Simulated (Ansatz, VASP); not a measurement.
**One calculation of AlNi3, two programs**

```
CELL_PARAMETERS angstrom
3.45417 0.00000 0.00000
0.00000 3.45417 0.00000
0.00000 0.00000 3.45417
ATOMIC_POSITIONS crystal
Al 0.00000 0.00000 0.00000
Ni 0.00000 0.50000 0.50000
Ni 0.50000 0.00000 0.50000
Ni 0.50000 0.50000 0.00000
```

Alike in both runs: task single point; functional r2SCAN; k mesh 12 × 12 × 12; occupations gaussian, width 0.1 eV; collinear spin.

|  | VASP | Ansatz |
| --- | --- | --- |
| version | VASP 6.6.1 | Ansatz 0.2.0 |
| potentials or method | VASP PAW PBE potentials, release 64 (Al, Ni), cutoff 520 eV | scalar-relativistic, plane waves, PAW |
| valence electrons in the cell | 33 | 57 |

VASP gave:

| Quantity | Value |
| --- | --- |
| gap on the k mesh at the Fermi level (eV) | none |
| pressure (GPa) | 14.4 |
| net moment per atom (μB) | 0.21 |
| size of the moment on the site where the two differ most (μB) | 0.31 |

**Question.** Estimate Ansatz's values.

**Answer.** gap on the k mesh at the Fermi level (eV): none; pressure (GPa): 14.4; net moment per atom (μB): 0.22; size of the moment on the site where the two differ most (μB): 0.35.

VASP's potentials were made for PBE, not for r2SCAN. Site moments also hang on the region over which each program counts them. A gap of «none» marks a metal or a gap that the smearing closes. The functional is the same, so the differences come from potentials, cutoffs and numerics. VASP's potentials hold 33 valence electrons a cell and Ansatz's 57, so a difference there can come from the potentials and not from the codes. Ansatz's warnings: stability check not made.
